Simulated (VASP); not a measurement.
# ZnS (Imm2) in VASP: a series of runs, part 2 of 2

VASP 6.6.1. Earlier steps stand in the parts before.

## (3) Single point, r2SCAN (strain +0.0150 x Voigt [0, 0, 0, 0, 1, 0])

POSCAR

```
ZnS
1.0
    0.0202088490      2.6945131942      2.6945131942
    2.7147220432      0.0000000000      2.7147220432
    2.6945131942      2.6945131942      0.0202088490
Zn S
1 1
Direct
    0.0000000000      0.0000000000      0.0000000000
    0.7500000000      0.7500000000      0.7500000000
```

INCAR.step1

```
SYSTEM = ZnS
ALGO = Normal
EDIFF = 1E-4
ENCUT = 520
GGA = PE
ISMEAR = 0
LASPH = .True.
LCHARG = .False.
LREAL = .False.
LWAVE = .True.
NBANDS = 16
NELM = 80
PREC = Accurate
SIGMA = 0.05
```

INCAR.step2

```
SYSTEM = ZnS
ALGO = Normal
EDIFF = 1E-7
ENCUT = 520
ISIF = 2
ISMEAR = 0
ISTART = 1
LASPH = .True.
LCHARG = .False.
LMIXTAU = .True.
LREAL = .False.
LWAVE = .False.
METAGGA = R2SCAN
NBANDS = 16
NELM = 80
PREC = Accurate
SIGMA = 0.05
```

KPOINTS

```
k-points
0
Gamma
  8 8 8
  0 0 0
```

Potentials or basis: VASP PAW PBE potentials, release 64 (Zn, S).

Started as:

```console
cat potpaw_PBE.64/Zn/POTCAR potpaw_PBE.64/S/POTCAR > POTCAR
cp INCAR.step1 INCAR
mpirun -np 1 vasp_std > vasp.out
cp INCAR.step2 INCAR
mpirun -np 1 vasp_std > vasp.out
```

OUTCAR:

```text
SYSTEM = ZnS
   EDIFF = 1E-7
   ENCUT = 520
   ISIF = 2
   ISMEAR = 0
   ISTART = 1
   LASPH = .True.
   LREAL = .False.
   METAGGA = R2SCAN
   NELM = 80
   PREC = Accurate

 ion  position               nearest neighbor table
   1  0.000  0.000  0.000-   2 2.32   2 2.32   2 2.35   2 2.35
   2  0.750  0.750  0.750-   1 2.32   1 2.32   1 2.35   1 2.35

  LATTYP: Found a body centered orthorhombic cell.
 ALAT       =     3.7820374749
 B/A-ratio  =     1.0151133502
 C/A-ratio  =     1.4249003148

  Lattice vectors:

 A1 = (   0.0202088490,  -2.6945131942,   2.6945131942)
 A2 = (  -0.0202088490,  -2.6945131942,  -2.6945131942)
 A3 = (   2.6945131942,   2.6945131942,   0.0202088490)

Analysis of symmetry for initial positions (statically):
=====================================================================
 Subroutine PRICEL returns:
 Original cell was already a primitive cell.

 Routine SETGRP: Setting up the symmetry group for a
 body centered orthorhombic supercell.

 Subroutine GETGRP returns: Found  4 space group operations
 (whereof  4 operations were pure point group operations)
 out of a pool of  8 trial point group operations.

The static configuration has the point symmetry C_2v.

Analysis of symmetry for dynamics (positions and initial velocities):
=====================================================================
 Subroutine PRICEL returns:
 Original cell was already a primitive cell.

 Routine SETGRP: Setting up the symmetry group for a
 body centered orthorhombic supercell.

 Subroutine GETGRP returns: Found  4 space group operations
 (whereof  4 operations were pure point group operations)
 out of a pool of  8 trial point group operations.

The dynamic configuration has the point symmetry C_2v.

 Subroutine INISYM returns: Found  4 space group operations
 (whereof  4 operations are pure point group operations),
 and found     1 'primitive' translations

----------------------------------------------------------------------------------------

                                     Primitive cell

  volume of cell :      39.1243

  direct lattice vectors                    reciprocal lattice vectors
     0.020208849  2.694513194  2.694513194    -0.186964509  0.185562276  0.186964509
     2.714722043  0.000000000  2.714722043     0.184180919 -0.185562276  0.184180919
     2.694513194  2.694513194  0.020208849     0.186964509  0.185562276 -0.186964509

  length of vectors
     3.810670690  3.839196732  3.810670690     0.323024479  0.319810225  0.323024479

  position of ions in fractional coordinates (direct lattice)
     0.000000000  0.000000000  0.000000000
     0.750000000  0.750000000  0.750000000

  ion indices of the primitive-cell ions
   primitive index   ion index
                 1           1
                 2           2

----------------------------------------------------------------------------------------

 KPOINTS: k-points

Automatic generation of k-mesh.
 Grid dimensions read from file:
 generate k-points for:    8    8    8

 Generating k-lattice:

  Cartesian coordinates                     Fractional coordinates (reciprocal lattice)
    -0.023370564  0.023195284  0.023370564     0.125000000  0.000000000 -0.000000000
     0.023022615 -0.023195284  0.023022615     0.000000000  0.125000000 -0.000000000
     0.023370564  0.023195284 -0.023370564    -0.000000000  0.000000000  0.125000000

  Length of vectors
     0.040378060  0.039976278  0.040378060

  Shift w.r.t. Gamma in fractional coordinates (k-lattice)
     0.000000000  0.000000000  0.000000000

 Subroutine IBZKPT returns following result:
 ===========================================

 Found     95 irreducible k-points:

 Following reciprocal coordinates:
            Coordinates               Weight
  0.000000  0.000000  0.000000      1.000000
  0.125000  0.000000 -0.000000      4.000000
  0.250000  0.000000 -0.000000      4.000000
  0.375000  0.000000  0.000000      4.000000
  0.500000  0.000000 -0.000000      2.000000
 -0.000000  0.125000 -0.000000      4.000000
[... 16 lines left out ...]
  0.125000  0.375000 -0.000000      8.000000
  0.250000  0.375000 -0.000000      8.000000
 [... further k-points ...]
   k-points           NKPTS =     95   k-points in BZ     NKDIM =     95   number of bands    NBANDS=     16
   number of dos      NEDOS =    301   number of ions     NIONS =      2
   total plane-waves  NPLWV =  23520
   dimension x,y,z NGX =    28 NGY =   30 NGZ =   28
   dimension x,y,z NGXF=    56 NGYF=   60 NGZF=   56
   ions per type =               1   1
   NGX,Y,Z   is equivalent  to a cutoff of  12.22, 12.99, 12.22 a.u.
   NGXF,Y,Z  is equivalent  to a cutoff of  24.43, 25.98, 24.43 a.u.
 SYSTEM =  ZnS
   PREC   = accura    normal or accurate (medium, high low for compatibility)
   ISTART =      1    job   : 0-new  1-cont  2-samecut
   ICHARG =      0    charge: 1-file 2-atom 10-const
   ISPIN  =      1    spin polarized calculation?
   LNONCOLLINEAR =      F non collinear calculations
   LSORBIT =      F    spin-orbit coupling
   LASPH  =      T    aspherical Exc in radial PAW
   ENCUT  =  520.0 eV  38.22 Ry    6.18 a.u.   7.09  7.14  7.09*2*pi/ulx,y,z
   NELM   =     80;   NELMIN=  2; NELMDL=  0     # of ELM steps
   EDIFF  = 0.1E-06   stopping-criterion for ELM
   LREAL  =      F    real-space projection
   EDIFFG = 0.1E-05   stopping-criterion for IOM
   NSW    =      0    number of steps for IOM
   IBRION =     -1    ionic relax: 0-MD 1-quasi-New 2-CG
   NFREE  =      0    steps in history (QN), initial steepest desc. (CG)
   ISIF   =      2    stress and relaxation
   ISYM   =      2    0-nonsym 1-usesym 2-fastsym
   POTIM  = 0.5000    time-step for ionic-motion
   TEBEG  =    0.0;   TEEND  =   0.0 temperature during run
   PSTRESS=    0.0 pullay stress
   NELECT =      18.0000    total number of electrons
   NUPDOWN=      -1.0000    fix difference up-down
   EMIN   =  10.00;   EMAX   =-10.00  energy-range for DOS
   EFERMI =   0.00;   METHOD = LEGACY
   ISMEAR =     0;   SIGMA  =   0.05  broadening in eV -4-tet -1-fermi 0-gaus
   EFERMI_NEDOS =   21; number of points for ismear=-14 and -15
   IALGO  =     38    algorithm
   IMIX   =      4    mixing-type and parameters
     AMIX     =   0.40;   BMIX     =  1.00
     AMIX_MAG =   1.60;   BMIX_MAG =  1.00
  volume/ion in A,a.u.               =      19.56       132.01
  Fermi-wavevector in a.u.,A,eV,Ry     =   1.263815  2.388264 21.731610  1.597228
  Thomas-Fermi vector in A             =   2.397152
   LORBIT       =      0    0 simple, 1 ext, 2 COOP (PROOUT), +10 PAW based schemes
   METAGGA = R2SCAN    functional components
   LHFCALC =     F    Hartree Fock is set to
   AEXX    =    0.0000 exact exchange contribution
   IVDW    =     0    specifies the selected vdW correction
   LEPSILON=     F    determine dielectric tensor
   LRPA    =     F    only Hartree local field effects (RPA)
 non-spin polarized calculation
 Gauss-broadening in eV      SIGMA  =   0.05
  energy-cutoff  :      520.00
  volume of cell :       39.12
 maximum number of plane-waves:      1064
   NGX = 15   NGY = 15   NGZ = 15

 number of electron      18.0000010 magnetization

 Free energy of the ion-electron system (eV)
  ---------------------------------------------------
  ext. energy  EPLUGINS =         0.00000000
  ---------------------------------------------------
  free energy    TOTEN  =       -18.86448589 eV

  energy without entropy =      -18.86448589  energy(sigma->0) =      -18.86448589

 E-fermi :   2.1771     XC(G=0): -10.3265

 val. band max:        1.9392526539   @ k =   0.0000   0.0000   0.0000
 cond. band min:       4.6210761369   @ k =   0.0000   0.0000   0.0000
 fundamental gap:      2.6818234830
 Fermi energy:         2.1771385265

 k-point     1 :       0.0000    0.0000    0.0000
  band No.  band energies     occupation
      1     -11.8264      2.00000
      2      -4.6301      2.00000
      3      -4.6242      2.00000
      4      -4.6179      2.00000
      5      -4.0668      2.00000
      6      -4.0664      2.00000
[... 8 lines left out ...]
     15      14.2260      0.00000
     16      14.5016      0.00000
[... 419 lines left out ...]
 k-point    24 :       0.2500    0.3750   -0.0000
  band No.  band energies     occupation
      1     -10.9622      2.00000
      2      -4.6211      2.00000
      3      -4.4065      2.00000
      4      -4.3887      2.00000
      5      -4.0715      2.00000
      6      -4.0155      2.00000
[... 8 lines left out ...]
     15      15.6815      0.00000
     16      18.1867      0.00000

 [... further k-points ...]

------------------------ aborting loop because EDIFF is reached ----------------------------------------

  FORCE on cell =-STRESS in cart. coord.  units (eV):
  Direction    XX          YY          ZZ          XY          YZ          ZX
  --------------------------------------------------------------------------------------
  -------------------------------------------------------------------------------------
  Total        0.0232246      0.0121250      0.0232246      0.0000000      0.0000000     -0.2675606
  in kB        0.9510684      0.4965322      0.9510684      0.0000000      0.0000000    -10.9568650
  external PRESSURE =       0.7995564 kB  Pullay stress =       0.0000000 kB

 VOLUME and BASIS-vectors are now :
 -----------------------------------------------------------------------------
  energy-cutoff  :      520.00
  volume of cell :       39.12
      direct lattice vectors                 reciprocal lattice vectors
     0.020208849  2.694513194  2.694513194    -0.186964509  0.185562276  0.186964509
     2.714722043  0.000000000  2.714722043     0.184180919 -0.185562276  0.184180919
     2.694513194  2.694513194  0.020208849     0.186964509  0.185562276 -0.186964509

 POSITION                                       TOTAL-FORCE (eV/Angst)
 -----------------------------------------------------------------------------------
      0.00000      0.00000      0.00000         0.000000     -0.082229      0.000000
      4.07208      4.04177      4.07208        -0.000000      0.082229     -0.000000
 -----------------------------------------------------------------------------------
    total drift:                               -0.000306      0.008618     -0.000305

  FREE ENERGIE OF THE ION-ELECTRON SYSTEM (eV)
  ---------------------------------------------------
  free  energy   TOTEN  =       -18.8644858857 eV

  energy  without entropy=      -18.8644858857  energy(sigma->0) =      -18.86448589
```

OUTCAR.step1:

```text
SYSTEM = ZnS
   EDIFF = 1E-4
   ENCUT = 520
   GGA = PE
   ISMEAR = 0
   LASPH = .True.
   LREAL = .False.
[... 678 lines left out ...]
      0.00000      0.00000      0.00000         0.000000     -0.090890      0.000000
      4.07208      4.04177      4.07208        -0.000000      0.090890     -0.000000
 -----------------------------------------------------------------------------------
    total drift:                               -0.000005      0.000100     -0.000004

  FREE ENERGIE OF THE ION-ELECTRON SYSTEM (eV)
  ---------------------------------------------------
  free  energy   TOTEN  =        -6.8407720035 eV

  energy  without entropy=       -6.8407720035  energy(sigma->0) =       -6.84077200
```

OSZICAR.step1:

```text
N       E                     dE             d eps       ncg     rms          rms(c)
DAV:   1     0.901736218232E+02    0.90174E+02   -0.90180E+03  3040   0.136E+03
DAV:   2    -0.143548704879E+01   -0.91609E+02   -0.85900E+02  3480   0.261E+02
DAV:   3    -0.720769936783E+01   -0.57722E+01   -0.57466E+01  3760   0.642E+01
DAV:   4    -0.726816307446E+01   -0.60464E-01   -0.60446E-01  3752   0.685E+00
DAV:   5    -0.726885252487E+01   -0.68945E-03   -0.68943E-03  3880   0.701E-01    0.699E+00
DAV:   6    -0.686172284982E+01    0.40713E+00   -0.73573E-01  4536   0.301E+01    0.545E+00
DAV:   7    -0.684111091423E+01    0.20612E-01   -0.25402E-01  3744   0.456E+00    0.276E+00
DAV:   8    -0.684038025060E+01    0.73066E-03   -0.51823E-03  3896   0.897E-01    0.721E-01
DAV:   9    -0.684061121771E+01   -0.23097E-03   -0.12719E-03  3760   0.284E-01    0.973E-02
DAV:  10    -0.684078151850E+01   -0.17030E-03   -0.23651E-04  3736   0.124E-01    0.445E-02
DAV:  11    -0.684077200346E+01    0.95150E-05   -0.30375E-05  2008   0.617E-02
   1 F= -.68407720E+01 E0= -.68407720E+01  d E =-.392024E-16
```

Run time: 1.8 min. Hardware: 1 thread of Intel Xeon 6975P-C (Granite Rapids), shared host; peak memory 0.2 GiB.

Results:

```yaml
Free_energy: -18.8645 eV
Pressure: 0.1 GPa
Largest_force: 0.082 eV/Å
Band_gap_on_the_k_mesh: 2.68 eV, direct
```

Forces in eV/Å, atoms in the order of the input:
```
Zn   0.000 -0.082  0.000
S    0.000  0.082  0.000
```

Caveat: the cell differs from its parent crystal (strain +0.0150 x Voigt [0, 0, 0, 0, 1, 0]); the PAW data sets were made with another functional, which shifts forces and pressure a little.

## (4) Single point, r2SCAN (strain +0.0050 x Voigt [0, 0, 0, 0, 1, 0])

POSCAR

```
ZnS
1.0
    0.0067362830      2.6945131942      2.6945131942
    2.7012494772      0.0000000000      2.7012494772
    2.6945131942      2.6945131942      0.0067362830
Zn S
1 1
Direct
    0.0000000000      0.0000000000      0.0000000000
    0.7500000000      0.7500000000      0.7500000000
```

INCAR.step1

```
PREC = Accurate ; ENCUT = 520
ISMEAR = 0 ; SIGMA = 0.05
LREAL = F ; LASPH = T
NELM = 100 ; NBANDS = 16
GGA = PE ; ALGO = Normal
EDIFF = 1E-4 ; LWAVE = T
LCHARG = F
```

INCAR.step2

```
PREC = Accurate ; ENCUT = 520
EDIFF = 1E-6 ; ISMEAR = 0
SIGMA = 0.05 ; LREAL = F
LASPH = T ; NELM = 100
ALGO = Normal ; ISIF = 2
LWAVE = F ; LCHARG = F
METAGGA = R2SCAN ; LMIXTAU = T
NBANDS = 16 ; ISTART = 1
```

KPOINTS

```
regular mesh
0
Gamma
  8 8 8
```

Started as:

```console
cat potpaw_PBE.64/Zn/POTCAR potpaw_PBE.64/S/POTCAR > POTCAR
cp INCAR.step1 INCAR
mpirun -np 1 vasp_std > vasp.out
cp INCAR.step2 INCAR
mpirun -np 1 vasp_std > vasp.out
```

Wall time 79 s (1 thread of Intel Xeon 6975P-C (Granite Rapids), shared host); peak memory 0.2 GiB.

Results (log left out):

```
Free energy            : -18.8660 eV
Pressure               : 0.0 GPa
Largest force          : 0.029 eV/Å
Band gap on the k mesh : 2.70 eV, direct
```

Forces on the atoms (eV/Å):
```
Zn   0.000 -0.029  0.000
S    0.000  0.029  0.000
```

Stress tensor (GPa, compression positive):
```
 0.01  0.00 -0.37
 0.00  0.01  0.00
-0.37  0.00  0.01
```

Levels at points of the mesh, in eV from the valence-band top:
| k point | band 7 | band 8 | band 9 | band 10 | band 11 | band 12 |
| --- | --- | --- | --- | --- | --- | --- |
| (0.00, 0.00, 0.00) | -0.02 | -0.01 | 0.00 | 2.70 | 6.85 | 6.89 |
| (0.50, 0.00, 0.00) | -5.46 | -0.92 | -0.92 | 3.81 | 7.35 | 7.39 |
| (0.00, 0.50, 0.00) | -5.46 | -0.90 | -0.90 | 3.84 | 7.37 | 7.41 |
| (0.50, 0.50, 0.00) | -4.66 | -2.32 | -2.32 | 3.70 | 4.47 | 11.81 |
| (0.50, 0.00, 0.50) | -4.66 | -2.35 | -2.30 | 3.70 | 4.47 | 11.82 |

Caveat: the cell differs from its parent crystal (strain +0.0050 x Voigt [0, 0, 0, 0, 1, 0]); the PAW data sets were made with another functional, which shifts forces and pressure a little.

## (5) Overview

| cell | gap on the mesh (eV) | pressure (GPa) | largest force (eV/Å) |
| --- | --- | --- | --- |
| a = 3.811, b = 3.858 Å, angles 59.6, 59.2, 59.6°, 2 atoms | 2.66 | 0.1 | 0.14 |
| a = 3.811, b = 3.839 Å, angles 59.8, 59.5, 59.8°, 2 atoms | 2.68 | 0.1 | 0.08 |
| a = 3.811, b = 3.820 Å, angles 59.9, 59.8, 59.9°, 2 atoms | 2.70 | 0.0 | 0.03 |

Alike in all rows: task single point; level r2SCAN; potentials or basis VASP PAW PBE potentials, release 64 (Zn, S); no spin polarisation; k mesh 8 × 8 × 8; cutoff (eV) 520; smearing gaussian 0.05 eV.

Caveats: the PAW data sets were made with another functional, which shifts forces and pressure a little.

Absolute energies hang on the potentials; compare differences alone.
